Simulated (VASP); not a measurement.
# Rh (P6_3/mmc) in VASP: further runs

Rh is run at these levels: r2SCAN; tasks: single point.

All numbers are computed with VASP 6.6.1; they aren't measurements. Logs are shortened: lines on timing, memory, paths and dates and some standing lists are left out, and cuts for length are marked.

### Step 1. The cell of the first run

It takes space group P6_3/mmc (No. 194, hexagonal). The conventional cell has a = 2.731 Å, b = 2.731 Å, c = 4.428 Å, α = 90.00°, β = 90.00°, γ = 120.00°. Rh (site symmetry -6m2) has 12 Rh at 2.72 to 2.73 Å within 3.6 Å.

### Step 2. Single point, r2SCAN

The input, POSCAR:

```
Rh
1.0
    2.7309790000      0.0000000000      0.0000000000
   -1.3654900000      2.3650970000      0.0000000000
    0.0000000000      0.0000000000      4.4284890000
Rh
2
Direct
    0.6666666667      0.3333333333      0.7500000000
    0.3333333333      0.6666666667      0.2500000000
```

The input, INCAR.step1:

```
SYSTEM = Rh
PREC = Accurate
ENCUT = 520
ISMEAR = -1
SIGMA = 0.1
LREAL = .False.
LASPH = .True.
NELM = 60
NBANDS = 22
GGA = PE
ALGO = Normal
EDIFF = 1E-4
LWAVE = .True.
LCHARG = .False.
```

The input, INCAR.step2:

```
SYSTEM = Rh
PREC = Accurate
ENCUT = 520
EDIFF = 1E-6
ISMEAR = -1
SIGMA = 0.1
LREAL = .False.
LASPH = .True.
NELM = 60
ALGO = Normal
ISIF = 2
LWAVE = .False.
LCHARG = .False.
METAGGA = R2SCAN
LMIXTAU = .True.
NBANDS = 22
ISTART = 1
```

The input, KPOINTS:

```
regular mesh
0
Gamma
  3 3 2
  0 0 0
```

Potentials or basis: VASP PAW PBE potentials, release 64 (Rh_pv).

Run with:

```sh
$ cat potpaw_PBE.64/Rh_pv/POTCAR > POTCAR
$ cp INCAR.step1 INCAR
$ mpirun -np 1 vasp_std > vasp.out
$ cp INCAR.step2 INCAR
$ mpirun -np 1 vasp_std > vasp.out
```

OUTCAR:

```text
SYSTEM = Rh
   PREC = Accurate
   ENCUT = 520
   EDIFF = 1E-6
   ISMEAR = -1
   LREAL = .False.
   LASPH = .True.
   NELM = 60
   ISIF = 2
   METAGGA = R2SCAN
   ISTART = 1

 ion  position               nearest neighbor table
   1  0.667  0.333  0.750-   2 2.72   2 2.72   2 2.72   2 2.72   2 2.72   2 2.72
   2  0.333  0.667  0.250-   1 2.72   1 2.72   1 2.72   1 2.72   1 2.72   1 2.72

  LATTYP: Found a hexagonal cell.
 ALAT       =     2.7309790000
 C/A-ratio  =     1.6215756328

  Lattice vectors:

 A1 = (   2.7309790000,   0.0000000000,   0.0000000000)
 A2 = (  -1.3654900000,   2.3650970000,   0.0000000000)
 A3 = (   0.0000000000,   0.0000000000,   4.4284890000)

Analysis of symmetry for initial positions (statically):
=====================================================================
 Subroutine PRICEL returns:
 Original cell was already a primitive cell.

 Routine SETGRP: Setting up the symmetry group for a
 hexagonal supercell.

 Subroutine GETGRP returns: Found 24 space group operations
 (whereof 12 operations were pure point group operations)
 out of a pool of 24 trial point group operations.

The static configuration has the point symmetry D_3d.
 The point group associated with its full space group is D_6h.

Analysis of symmetry for dynamics (positions and initial velocities):
=====================================================================
 Subroutine PRICEL returns:
 Original cell was already a primitive cell.

 Routine SETGRP: Setting up the symmetry group for a
 hexagonal supercell.

 Subroutine GETGRP returns: Found 24 space group operations
 (whereof 12 operations were pure point group operations)
 out of a pool of 24 trial point group operations.

The dynamic configuration has the point symmetry D_3d.
 The point group associated with its full space group is D_6h.

 Subroutine INISYM returns: Found 24 space group operations
 (whereof 12 operations are pure point group operations),
 and found     1 'primitive' translations

----------------------------------------------------------------------------------------

                                     Primitive cell

  volume of cell :      28.6037

  direct lattice vectors                    reciprocal lattice vectors
     2.730979000  0.000000000  0.000000000     0.366169055  0.211407897  0.000000000
    -1.365490000  2.365097000  0.000000000     0.000000000  0.422815639  0.000000000
     0.000000000  0.000000000  4.428489000     0.000000000  0.000000000  0.225810655

  length of vectors
     2.730979000  2.730979084  4.428489000     0.422815652  0.422815639  0.225810655

  position of ions in fractional coordinates (direct lattice)
     0.666666667  0.333333333  0.750000000
     0.333333333  0.666666667  0.250000000

  ion indices of the primitive-cell ions
   primitive index   ion index
                 1           1
                 2           2

----------------------------------------------------------------------------------------

 KPOINTS: regular mesh

Automatic generation of k-mesh.
 Grid dimensions read from file:
 generate k-points for:    3    3    2

 Generating k-lattice:

  Cartesian coordinates                     Fractional coordinates (reciprocal lattice)
     0.122056352  0.070469299  0.000000000     0.333333333  0.000000000  0.000000000
     0.000000000  0.140938546  0.000000000     0.000000000  0.333333333  0.000000000
     0.000000000  0.000000000  0.112905327     0.000000000  0.000000000  0.500000000

  Length of vectors
     0.140938551  0.140938546  0.112905327

  Shift w.r.t. Gamma in fractional coordinates (k-lattice)
     0.000000000  0.000000000  0.000000000

 Subroutine IBZKPT returns following result:
 ===========================================

 Found      6 irreducible k-points:

 Following reciprocal coordinates:
            Coordinates               Weight
  0.000000  0.000000  0.000000      1.000000
  0.333333  0.000000  0.000000      6.000000
  0.333333  0.333333  0.000000      2.000000
  0.000000  0.000000  0.500000      1.000000
  0.333333  0.000000  0.500000      6.000000
  0.333333  0.333333  0.500000      2.000000
   k-points           NKPTS =      6   k-points in BZ     NKDIM =      6   number of bands    NBANDS=     22
   number of dos      NEDOS =    301   number of ions     NIONS =      2
   total plane-waves  NPLWV =  14400
   dimension x,y,z NGX =    20 NGY =   20 NGZ =   36
   dimension x,y,z NGXF=    40 NGYF=   40 NGZF=   72
   ions per type =               2
   NGX,Y,Z   is equivalent  to a cutoff of  12.17, 12.17, 13.51 a.u.
   NGXF,Y,Z  is equivalent  to a cutoff of  24.35, 24.35, 27.03 a.u.
 SYSTEM =  Rh
   PREC   = accura    normal or accurate (medium, high low for compatibility)
   ISTART =      1    job   : 0-new  1-cont  2-samecut
   ICHARG =      0    charge: 1-file 2-atom 10-const
   ISPIN  =      1    spin polarized calculation?
   LNONCOLLINEAR =      F non collinear calculations
   LSORBIT =      F    spin-orbit coupling
   LASPH  =      T    aspherical Exc in radial PAW
   ENCUT  =  520.0 eV  38.22 Ry    6.18 a.u.   5.08  5.08  8.23*2*pi/ulx,y,z
   NELM   =     60;   NELMIN=  2; NELMDL=  0     # of ELM steps
   EDIFF  = 0.1E-05   stopping-criterion for ELM
   LREAL  =      F    real-space projection
   EDIFFG = 0.1E-04   stopping-criterion for IOM
   NSW    =      0    number of steps for IOM
   IBRION =     -1    ionic relax: 0-MD 1-quasi-New 2-CG
   NFREE  =      0    steps in history (QN), initial steepest desc. (CG)
   ISIF   =      2    stress and relaxation
   ISYM   =      2    0-nonsym 1-usesym 2-fastsym
   POTIM  = 0.5000    time-step for ionic-motion
   TEBEG  =    0.0;   TEEND  =   0.0 temperature during run
   PSTRESS=    0.0 pullay stress
   NELECT =      30.0000    total number of electrons
   NUPDOWN=      -1.0000    fix difference up-down
   EMIN   =  10.00;   EMAX   =-10.00  energy-range for DOS
   EFERMI =   0.00;   METHOD = LEGACY
   ISMEAR =    -1;   SIGMA  =   0.10  broadening in eV -4-tet -1-fermi 0-gaus
   EFERMI_NEDOS =   21; number of points for ismear=-14 and -15
   IALGO  =     38    algorithm
   IMIX   =      4    mixing-type and parameters
     AMIX     =   0.40;   BMIX     =  1.00
     AMIX_MAG =   1.60;   BMIX_MAG =  1.00
  volume/ion in A,a.u.               =      14.30        96.51
  Fermi-wavevector in a.u.,A,eV,Ry     =   1.663314  3.143208 37.642069  2.766614
  Thomas-Fermi vector in A             =   2.750053
   LORBIT       =      0    0 simple, 1 ext, 2 COOP (PROOUT), +10 PAW based schemes
   METAGGA = R2SCAN    functional components
   LHFCALC =     F    Hartree Fock is set to
   AEXX    =    0.0000 exact exchange contribution
   IVDW    =     0    specifies the selected vdW correction
   LEPSILON=     F    determine dielectric tensor
   LRPA    =     F    only Hartree local field effects (RPA)
 non-spin polarized calculation
  energy-cutoff  :      520.00
  volume of cell :       28.60
 maximum number of plane-waves:       785
   NGX = 11   NGY = 11   NGZ = 17

 number of electron      30.0000009 magnetization

 Free energy of the ion-electron system (eV)
  ---------------------------------------------------
  ext. energy  EPLUGINS =         0.00000000
  ---------------------------------------------------
  free energy    TOTEN  =       -47.15802734 eV

  energy without entropy =      -46.92497030  energy(sigma->0) =      -47.04149882

 E-fermi :  11.0278     XC(G=0): -14.9161

 val. band max:       11.0215464909   @ k =   0.3333   0.3333   0.0000
 cond. band min:      11.1119097323   @ k =   0.3333   0.0000   0.5000
 fundamental gap:      0.0903632413
 Fermi energy:        11.0278179754

 k-point     1 :       0.0000    0.0000    0.0000
  band No.  band energies     occupation
      1     -37.4970      2.00000
      2     -36.7993      2.00000
      3     -36.6727      2.00000
      4     -36.6727      2.00000
      5     -36.5719      2.00000
      6     -36.5719      2.00000
[... 14 lines left out ...]
     21      28.4670      0.00000
     22      28.4683      0.00000

 k-point     2 :       0.3333    0.0000    0.0000
  band No.  band energies     occupation
      1     -37.2988      2.00000
      2     -37.0581      2.00000
      3     -36.9560      2.00000
      4     -36.8986      2.00000
      5     -36.7905      2.00000
      6     -36.6391      2.00000
[... 14 lines left out ...]
     21      26.6293      0.00000
     22      27.6101      0.00000

 k-point     3 :       0.3333    0.3333    0.0000
  band No.  band energies     occupation
      1     -37.0829      2.00000
      2     -37.0738      2.00000
      3     -37.0738      2.00000
      4     -36.9823      2.00000
      5     -36.9823      2.00000
      6     -36.8725      2.00000
[... 14 lines left out ...]
     21      25.7467      0.00000
     22      25.7467      0.00000

 k-point     4 :       0.0000    0.0000    0.5000
  band No.  band energies     occupation
      1     -37.1543      2.00000
      2     -37.1543      2.00000
      3     -36.6224      2.00000
      4     -36.6224      2.00000
      5     -36.6224      2.00000
      6     -36.6224      2.00000
[... 14 lines left out ...]
     21      28.4633      0.00000
     22      28.4633      0.00000

 k-point     5 :       0.3333    0.0000    0.5000
  band No.  band energies     occupation
      1     -37.2269      2.00000
      2     -37.2269      2.00000
      3     -36.8782      2.00000
      4     -36.8782      2.00000
      5     -36.7152      2.00000
      6     -36.7152      2.00000
[... 14 lines left out ...]
     21      27.9558      0.00000
     22      27.9558      0.00000

 k-point     6 :       0.3333    0.3333    0.5000
  band No.  band energies     occupation
      1     -37.2330      2.00000
      2     -37.2330      2.00000
      3     -36.9785      2.00000
      4     -36.9785      2.00000
      5     -36.8191      2.00000
      6     -36.8191      2.00000
[... 14 lines left out ...]
     21      21.6683      0.00000
     22      21.6683      0.00000

------------------------ aborting loop because EDIFF is reached ----------------------------------------

  FORCE on cell =-STRESS in cart. coord.  units (eV):
  Direction    XX          YY          ZZ          XY          YZ          ZX
  --------------------------------------------------------------------------------------
  -------------------------------------------------------------------------------------
  Total        3.2264505      3.2264499     -5.4388869     -0.0000007     -0.0000000      0.0000000
  in kB      180.7226961    180.7226668   -304.6475744     -0.0000382     -0.0000000      0.0000000
  external PRESSURE =      18.9325962 kB  Pullay stress =       0.0000000 kB

 VOLUME and BASIS-vectors are now :
 -----------------------------------------------------------------------------
  energy-cutoff  :      520.00
  volume of cell :       28.60
      direct lattice vectors                 reciprocal lattice vectors
     2.730979000  0.000000000  0.000000000     0.366169055  0.211407897  0.000000000
    -1.365490000  2.365097000  0.000000000     0.000000000  0.422815639  0.000000000
     0.000000000  0.000000000  4.428489000     0.000000000  0.000000000  0.225810655

 POSITION                                       TOTAL-FORCE (eV/Angst)
 -----------------------------------------------------------------------------------
      1.36549      0.78837      3.32137        -0.000000      0.000000      0.000000
     -0.00000      1.57673      1.10712         0.000000     -0.000000      0.000000
 -----------------------------------------------------------------------------------
    total drift:                                0.000000     -0.000000      0.000000

  FREE ENERGIE OF THE ION-ELECTRON SYSTEM (eV)
  ---------------------------------------------------
  free  energy   TOTEN  =       -47.1580273394 eV

  energy  without entropy=      -46.9249703025  energy(sigma->0) =      -47.04149882
```

Wall time 14 s (1 thread of AMD EPYC 7R13 (Zen 3), shared host); peak memory 0.11 GiB.

Results:

```yaml
Free_energy: -47.1580 eV
Pressure: 1.9 GPa
Band_gap_on_the_k_mesh: zero (band 15 reaches 11.26 eV, above the bottom of band 16 at 10.68 eV)
```

Levels at points of the mesh, in eV from the Fermi level:
| k point | band 13 | band 14 | band 15 | band 16 | band 17 | band 18 |
| --- | --- | --- | --- | --- | --- | --- |
| (0.00, 0.00, 0.00) | -2.26 | -1.80 | -1.80 | 0.20 | 0.20 | 0.92 |
| (0.00, 0.00, 0.50) | -2.89 | -2.89 | -0.35 | -0.35 | -0.35 | -0.35 |

Caveat: the k points lie up to 0.89 Å⁻¹ apart; the PAW data sets were made with another functional, which shifts forces and pressure a little.

### Step 3. Single point, r2SCAN

POSCAR is that of step 2.

The input, INCAR.step1:

```
SYSTEM = Rh
  ALGO = Normal
  EDIFF = 1E-4
  ENCUT = 520
  GGA = PE
  ISMEAR = -1
  LASPH = .TRUE.
  LCHARG = .FALSE.
  LREAL = .FALSE.
  LWAVE = .TRUE.
  NBANDS = 22
  NELM = 80
  PREC = Accurate
  SIGMA = 0.1
```

The input, INCAR.step2:

```
SYSTEM = Rh
  ALGO = Normal
  EDIFF = 1E-7
  ENCUT = 520
  ISIF = 2
  ISMEAR = -1
  ISTART = 1
  LASPH = .TRUE.
  LCHARG = .FALSE.
  LMIXTAU = .TRUE.
  LREAL = .FALSE.
  LWAVE = .FALSE.
  METAGGA = R2SCAN
  NBANDS = 22
  NELM = 80
  PREC = Accurate
  SIGMA = 0.1
```

The input, KPOINTS:

```
k-points
0
G
  4 4 3
  0 0 0
```

Potentials or basis: VASP PAW PBE potentials, release 64 (Rh_pv).

Run with:

```sh
$ cat potpaw_PBE.64/Rh_pv/POTCAR > POTCAR
$ cp INCAR.step1 INCAR
$ mpirun -np 1 vasp_std > vasp.out
$ cp INCAR.step2 INCAR
$ mpirun -np 1 vasp_std > vasp.out
```

It took 23 s on 1 thread of AMD EPYC 7R13 (Zen 3), shared host; peak memory 0.11 GiB.

Results (log left out):

* Free energy: -48.6083 eV
* Pressure: -11.4 GPa
* Band gap on the k mesh: zero (band 15 reaches 11.74 eV, above the bottom of band 16 at 9.99 eV)

Stress tensor (GPa, compression positive):
```
-14.78   0.00   0.00
  0.00 -14.78   0.00
  0.00   0.00  -4.63
```

Levels at points of the mesh, in eV from the Fermi level:
```tsv
k point	band 11	band 12	band 13	band 14	band 15	band 16	band 17	band 18	band 19	band 20
(0.00, 0.00, 0.00)	-2.97	-2.47	-2.47	-1.81	-1.81	0.18	0.18	0.97	8.66	16.71
(0.50, 0.00, 0.00)	-2.61	-2.14	-1.99	0.41	0.64	0.70	3.12	5.25	10.59	11.05
```

Caveat: the k points lie up to 0.66 Å⁻¹ apart; the PAW data sets were made with another functional, which shifts forces and pressure a little.
